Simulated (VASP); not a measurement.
# Te2Mo in VASP: a series of runs

Runs on Te2Mo. Level: PBE+D3(BJ). Tasks: single point.

Program: VASP 6.6.1. These are calculated values, not measurements. Logs are shortened: lines on timing, memory, paths and dates and some standing lists are left out, and cuts for length are marked.

**1. The cell of the first run**

The cell holds a slab with vacuum, 6 atoms: a = 3.504 Å, b = 3.504 Å, c = 24.768 Å, α = 90.00°, β = 90.00°, γ = 120.00°.

**2. Single point, PBE+D3(BJ) (layers slid over each other)**

Input file INCAR:

```
PREC = Accurate
ENCUT = 520
EDIFF = 1E-7
ISMEAR = 0
SIGMA = 0.05
LREAL = False
LASPH = True
NELM = 80
ALGO = Normal
ISIF = 2
LWAVE = False
LCHARG = False
LDIPOL = True
IDIPOL = 3
DIPOL = 0.5 0.5 0.398
GGA = PE
IVDW = 12
NBANDS = 35
```

Input file KPOINTS:

```
regular mesh
0
Gamma
  9 9 1
```

Input file POSCAR:

```
Te2Mo
1.0
    3.5038817216      0.0000000000      0.0000000000
   -1.7519408608      3.0344505828      0.0000000000
    0.0000000000      0.0000000000     24.7677194079
Te Mo
4 2
Direct
    0.3333333333      0.6666666667      0.1816881048
    0.3333333333      0.6666666667      0.3284056788
    0.3333333333      1.0000000000      0.4668923898
    0.3333333333      1.0000000000      0.6136099637
    0.6666666667      0.3333333333      0.2550468918
    0.0000000000      1.3333333333      0.5402511768
```

Potentials or basis: VASP PAW PBE potentials, release 64 (Te, Mo_sv).

Run with:

```
$ cat potpaw_PBE.64/Te/POTCAR potpaw_PBE.64/Mo_sv/POTCAR > POTCAR
$ mpirun -np 1 vasp_std > vasp.out
```

OUTCAR:

```text
PREC = Accurate
   ENCUT = 520
   EDIFF = 1E-7
   ISMEAR = 0
   LREAL = False
   LASPH = True
   NELM = 80
   ISIF = 2
   GGA = PE
   IVDW = 12
 IVDW          = 12

 ion  position               nearest neighbor table
   1  0.333  0.667  0.182-   5 2.72   5 2.72   5 2.72   2 3.63
   2  0.333  0.667  0.328-   5 2.72   5 2.72   5 2.72   3 3.62   1 3.63
   3  0.333  0.000  0.467-   6 2.72   6 2.72   6 2.72   2 3.62   4 3.63
   4  0.333  0.000  0.614-   6 2.72   6 2.72   6 2.72   3 3.63
   5  0.667  0.333  0.255-   1 2.72   2 2.72   1 2.72   2 2.72   1 2.72   2 2.72
   6  0.000  0.333  0.540-   4 2.72   4 2.72   4 2.72   3 2.72   3 2.72   3 2.72

  LATTYP: Found a hexagonal cell.
 ALAT       =     3.5038817216
 C/A-ratio  =     7.0686516771

  Lattice vectors:

 A1 = (   3.5038817216,   0.0000000000,   0.0000000000)
 A2 = (  -1.7519408608,   3.0344505828,   0.0000000000)
 A3 = (   0.0000000000,   0.0000000000,  24.7677194079)

Analysis of symmetry for initial positions (statically):
=====================================================================
 Subroutine PRICEL returns:
 Original cell was already a primitive cell.

 Routine SETGRP: Setting up the symmetry group for a
 hexagonal supercell.

 Subroutine GETGRP returns: Found  2 space group operations
 (whereof  1 operations were pure point group operations)
 out of a pool of 24 trial point group operations.

The static configuration has the point symmetry C_1 .
 The point group associated with its full space group is S_2 .

Analysis of symmetry for dynamics (positions and initial velocities):
=====================================================================
 Subroutine PRICEL returns:
 Original cell was already a primitive cell.

 Routine SETGRP: Setting up the symmetry group for a
 hexagonal supercell.

 Subroutine GETGRP returns: Found  2 space group operations
 (whereof  1 operations were pure point group operations)
 out of a pool of 24 trial point group operations.

The dynamic configuration has the point symmetry C_1 .
 The point group associated with its full space group is S_2 .

 Subroutine INISYM returns: Found  2 space group operations
 (whereof  1 operations are pure point group operations),
 and found     1 'primitive' translations

----------------------------------------------------------------------------------------

                                     Primitive cell

  volume of cell :     263.3392

  direct lattice vectors                    reciprocal lattice vectors
     3.503881722  0.000000000  0.000000000     0.285397762  0.164774474  0.000000000
    -1.751940861  3.034450583  0.000000000     0.000000000  0.329548949  0.000000000
     0.000000000  0.000000000 24.767719408     0.000000000  0.000000000  0.040375134

  length of vectors
     3.503881722  3.503881722 24.767719408     0.329548949  0.329548949  0.040375134

  position of ions in fractional coordinates (direct lattice)
     0.333333333  0.666666667  0.181688105
     0.333333333  0.666666667  0.328405679
     0.333333333  0.000000000  0.466892390
     0.333333333  0.000000000  0.613609964
     0.666666667  0.333333333  0.255046892
     0.000000000  0.333333333  0.540251177

  ion indices of the primitive-cell ions
   primitive index   ion index
                 1           1
                 2           2
                 3           3
                 4           4
                 5           5
                 6           6

----------------------------------------------------------------------------------------

 KPOINTS: regular mesh

Automatic generation of k-mesh.
 Grid dimensions read from file:
 generate k-points for:    9    9    1

 Generating k-lattice:

  Cartesian coordinates                     Fractional coordinates (reciprocal lattice)
     0.031710862  0.018308275  0.000000000     0.111111111  0.000000000  0.000000000
     0.000000000  0.036616550  0.000000000     0.000000000  0.111111111  0.000000000
     0.000000000  0.000000000  0.040375134     0.000000000  0.000000000  1.000000000

  Length of vectors
     0.036616550  0.036616550  0.040375134

  Shift w.r.t. Gamma in fractional coordinates (k-lattice)
     0.000000000  0.000000000  0.000000000

 Subroutine IBZKPT returns following result:
 ===========================================

 Found     41 irreducible k-points:

 Following reciprocal coordinates:
            Coordinates               Weight
  0.000000  0.000000  0.000000      1.000000
  0.111111  0.000000  0.000000      2.000000
  0.000000  0.111111  0.000000      2.000000
 -0.111111  0.111111  0.000000      2.000000
  0.222222  0.000000  0.000000      2.000000
  0.000000  0.222222  0.000000      2.000000
[... 16 lines left out ...]
  0.333333  0.111111  0.000000      2.000000
 -0.111111  0.444444  0.000000      2.000000
 [... further k-points ...]
   k-points           NKPTS =     41   k-points in BZ     NKDIM =     41   number of bands    NBANDS=     35
   number of dos      NEDOS =    301   number of ions     NIONS =      6
   total plane-waves  NPLWV = 150528
   dimension x,y,z NGX =    28 NGY =   28 NGZ =  192
   dimension x,y,z NGXF=    56 NGYF=   56 NGZF=  384
   ions per type =               4   2
   NGX,Y,Z   is equivalent  to a cutoff of  13.28, 13.28, 12.89 a.u.
   NGXF,Y,Z  is equivalent  to a cutoff of  26.57, 26.57, 25.77 a.u.
 SYSTEM =  unknown system
   PREC   = accura    normal or accurate (medium, high low for compatibility)
   ISTART =      0    job   : 0-new  1-cont  2-samecut
   ICHARG =      2    charge: 1-file 2-atom 10-const
   ISPIN  =      1    spin polarized calculation?
   LNONCOLLINEAR =      F non collinear calculations
   LSORBIT =      F    spin-orbit coupling
   LASPH  =      T    aspherical Exc in radial PAW
   ENCUT  =  520.0 eV  38.22 Ry    6.18 a.u.   6.51  6.51 46.05*2*pi/ulx,y,z
   NELM   =     80;   NELMIN=  2; NELMDL= -5     # of ELM steps
   EDIFF  = 0.1E-06   stopping-criterion for ELM
   LREAL  =      F    real-space projection
   EDIFFG = 0.1E-05   stopping-criterion for IOM
   NSW    =      0    number of steps for IOM
   IBRION =     -1    ionic relax: 0-MD 1-quasi-New 2-CG
   NFREE  =      0    steps in history (QN), initial steepest desc. (CG)
   ISIF   =      2    stress and relaxation
   ISYM   =      2    0-nonsym 1-usesym 2-fastsym
   POTIM  = 0.5000    time-step for ionic-motion
   TEBEG  =    0.0;   TEEND  =   0.0 temperature during run
   PSTRESS=    0.0 pullay stress
   NELECT =      52.0000    total number of electrons
   NUPDOWN=      -1.0000    fix difference up-down
   EMIN   =  10.00;   EMAX   =-10.00  energy-range for DOS
   EFERMI =   0.00;   METHOD = LEGACY
   ISMEAR =     0;   SIGMA  =   0.05  broadening in eV -4-tet -1-fermi 0-gaus
   EFERMI_NEDOS =   21; number of points for ismear=-14 and -15
   IALGO  =     38    algorithm
   IMIX   =      4    mixing-type and parameters
     AMIX     =   0.40;   BMIX     =  1.00
     AMIX_MAG =   1.60;   BMIX_MAG =  1.00
  volume/ion in A,a.u.               =      43.89       296.18
  Fermi-wavevector in a.u.,A,eV,Ry     =   0.953317  1.801508 12.365161  0.908814
  Thomas-Fermi vector in A             =   2.081961
   LORBIT       =      0    0 simple, 1 ext, 2 COOP (PROOUT), +10 PAW based schemes
   GGA     = PE    functional components
   LHFCALC =     F    Hartree Fock is set to
   AEXX    =    0.0000 exact exchange contribution
   IVDW    =    12    specifies the selected vdW correction
   LEPSILON=     F    determine dielectric tensor
   LRPA    =     F    only Hartree local field effects (RPA)
 non-spin polarized calculation
 Gauss-broadening in eV      SIGMA  =   0.05
  energy-cutoff  :      520.00
  volume of cell :      263.34
 maximum number of plane-waves:      7173
 NGX is ok and might be reduce to    28
   NGX = 13   NGY = 13   NGZ = 93

 dipolmoment           0.000000      0.000000      0.000011 electrons x Angstroem

 number of electron      52.0000000 magnetization

 dipolmoment           0.000000      0.000000     -0.000000 electrons x Angstroem

 Free energy of the ion-electron system (eV)
  ---------------------------------------------------
  ext. energy  EPLUGINS =         0.00000000
  ---------------------------------------------------
  free energy    TOTEN  =       -35.91050665 eV

  energy without entropy =      -35.91050665  energy(sigma->0) =      -35.91050665

 E-fermi :   2.8413     XC(G=0):  -6.3817

 val. band max:        2.5039917068   @ k =   0.1111   0.0000   0.0000
 cond. band min:       3.5616831038   @ k =  -0.4444   0.2222   0.0000
 fundamental gap:      1.0576913969
 Fermi energy:         2.8413389704

 k-point     1 :       0.0000    0.0000    0.0000
  band No.  band energies     occupation
      1     -58.1793      2.00000
      2     -58.1793      2.00000
      3     -32.3579      2.00000
      4     -32.3579      2.00000
      5     -32.2125      2.00000
      6     -32.2125      2.00000
[... 27 lines left out ...]
     34       5.9882      0.00000
     35       6.6710      0.00000

 k-point     2 :       0.1111    0.0000    0.0000
  band No.  band energies     occupation
      1     -58.1781      2.00000
      2     -58.1781      2.00000
      3     -32.3544      2.00000
      4     -32.3544      2.00000
      5     -32.2280      2.00000
      6     -32.2280      2.00000
[... 27 lines left out ...]
     34       5.8342      0.00000
     35       6.9076      0.00000

 k-point     3 :       0.0000    0.1111    0.0000
  band No.  band energies     occupation
      1     -58.1781      2.00000
      2     -58.1781      2.00000
      3     -32.3544      2.00000
      4     -32.3544      2.00000
      5     -32.2284      2.00000
      6     -32.2284      2.00000
[... 27 lines left out ...]
     34       5.8236      0.00000
     35       6.9107      0.00000
[... 723 lines left out ...]
 k-point    23 :       0.3333    0.1111    0.0000
  band No.  band energies     occupation
      1     -58.1698      2.00000
      2     -58.1698      2.00000
      3     -32.3312      2.00000
      4     -32.3312      2.00000
      5     -32.3277      2.00000
      6     -32.3277      2.00000
[... 27 lines left out ...]
     34       6.1043      0.00000
     35       7.1707      0.00000

 k-point    24 :      -0.1111    0.4444    0.0000
  band No.  band energies     occupation
      1     -58.1698      2.00000
      2     -58.1698      2.00000
      3     -32.3317      2.00000
      4     -32.3317      2.00000
      5     -32.3274      2.00000
      6     -32.3274      2.00000
[... 27 lines left out ...]
     34       6.1401      0.00000
     35       7.2848      0.00000

 [... further k-points ...]

------------------------ aborting loop because EDIFF is reached ----------------------------------------

 vacuum level on the upper side and lower side of the slab       (xc-potential included)        -0.113        -0.113

 Edisp (eV)   -2.79937

 E8    (eV) :    -1.3243

  FORCE on cell =-STRESS in cart. coord.  units (eV):
  Direction    XX          YY          ZZ          XY          YZ          ZX
  --------------------------------------------------------------------------------------
  -------------------------------------------------------------------------------------
  Total      -0.08148    -0.10765     0.40780    -0.14194     0.64817    -0.19698
  in kB      -0.49573    -0.65492     2.48106    -0.86359     3.94350    -1.19846
  external pressure =        0.44 kB  Pullay stress =        0.00 kB

 VOLUME and BASIS-vectors are now :
 -----------------------------------------------------------------------------
  energy-cutoff  :      520.00
  volume of cell :      263.34
      direct lattice vectors                 reciprocal lattice vectors
     3.503881722  0.000000000  0.000000000     0.285397762  0.164774474  0.000000000
    -1.751940861  3.034450583  0.000000000     0.000000000  0.329548949  0.000000000
     0.000000000  0.000000000 24.767719408     0.000000000  0.000000000  0.040375134

 POSITION                                       TOTAL-FORCE (eV/Angst)
 -----------------------------------------------------------------------------------
     -0.00000      2.02297      4.50000         0.003817      0.005676      0.001993
     -0.00000      2.02297      8.13386         0.041307     -0.106070     -0.110186
      1.16796      0.00000     11.56386        -0.041307      0.106070      0.110186
      1.16796      0.00000     15.19772        -0.003817     -0.005676     -0.001993
      1.75194      1.01148      6.31693         0.002104     -0.049249     -0.015142
     -0.58398      1.01148     13.38079        -0.002104      0.049249      0.015142
 -----------------------------------------------------------------------------------
    total drift:                                0.000004     -0.000010      0.000023

  FREE ENERGIE OF THE ION-ELECTRON SYSTEM (eV)
  ---------------------------------------------------
  free  energy   TOTEN  =       -38.7098760197 eV

  energy  without entropy=      -38.7098760197  energy(sigma->0) =      -38.70987602

 vacuum level on the upper side and lower side of the slab         7.224         7.225
```

It took 7.4 min on 1 thread of Intel Xeon 6975P-C (Granite Rapids), shared host; peak memory 0.57 GiB.

What came out:

- Free energy: -38.7099 eV
- Largest force: 0.158 eV/Å
- Band gap on the k mesh: 1.06 eV (least direct gap 1.15 eV)
- Dispersion energy per atom: -0.467 eV

Forces on the atoms (eV/Å):
```
Te   0.004  0.006  0.002
Te   0.041 -0.106 -0.110
Te  -0.041  0.106  0.110
Te  -0.004 -0.006 -0.002
Mo   0.002 -0.049 -0.015
Mo  -0.002  0.049  0.015
```

Caveat: the cell differs from its parent crystal (layers slid over each other); spin-orbit coupling is left out, which moves the levels of the heavy elements.

**3. Single point, PBE+D3(BJ) (layers slid over each other)**

Input file INCAR:

```
ALGO = Normal ; DIPOL = 0.5 0.5 0.398
EDIFF = 1E-7 ; ENCUT = 520
GGA = PE ; IDIPOL = 3
ISIF = 2 ; ISMEAR = 0
IVDW = 12 ; LASPH = True
LCHARG = True ; LDIPOL = True
LELF = True ; LREAL = False
LVACPOTAV = True ; LVHAR = True
LWAVE = False ; NBANDS = 35
NELM = 60 ; PREC = Accurate
SIGMA = 0.05
```

Input file KPOINTS:

```
k-points
0
Gamma
  9 9 1
```

Input file POSCAR:

```
Te2Mo
1.0
    3.5038817216      0.0000000000      0.0000000000
   -1.7519408608      3.0344505828      0.0000000000
    0.0000000000      0.0000000000     24.7677194079
Te Mo
4 2
Direct
    0.3333333333      0.6666666667      0.1816881048
    0.3333333333      0.6666666667      0.3284056788
    0.3333333333      0.8333333333      0.4668923898
    0.3333333333      0.8333333333      0.6136099637
    0.6666666667      0.3333333333      0.2550468918
    0.0000000000      1.1666666667      0.5402511768
```

Potentials or basis: VASP PAW PBE potentials, release 64 (Te, Mo_sv).

Run with:

```
$ cat potpaw_PBE.64/Te/POTCAR potpaw_PBE.64/Mo_sv/POTCAR > POTCAR
$ mpirun -np 1 vasp_std > vasp.out
```

It took 6.9 min on 1 thread of Intel Xeon 6975P-C (Granite Rapids), shared host; peak memory 0.57 GiB.

It converged, with:

| Quantity | Value |
| --- | --- |
| Free energy | -38.6080 eV |
| Largest force | 0.356 eV/Å |
| Band gap on the k mesh | 0.98 eV (least direct gap 1.17 eV) |
| Dispersion energy per atom | -0.466 eV |

Forces on the atoms (eV/Å):
```
Te   0.000  0.004  0.008
Te   0.054 -0.107 -0.335
Te  -0.054  0.107  0.335
Te   0.000 -0.004 -0.008
Mo   0.016 -0.045 -0.072
Mo  -0.016  0.045  0.072
```

Levels at points of the mesh, in eV from the valence-band top:
```csv
k point,band 22,band 23,band 24,band 25,band 26,band 27,band 28,band 29,band 30,band 31
"(0.00, 0.00, 0.00)",-0.93,-0.92,-0.91,-0.83,-0.04,2.97,3.02,3.12,3.15,3.31
```

Caveat: the cell differs from its parent crystal (layers slid over each other); spin-orbit coupling is left out, which moves the levels of the heavy elements.
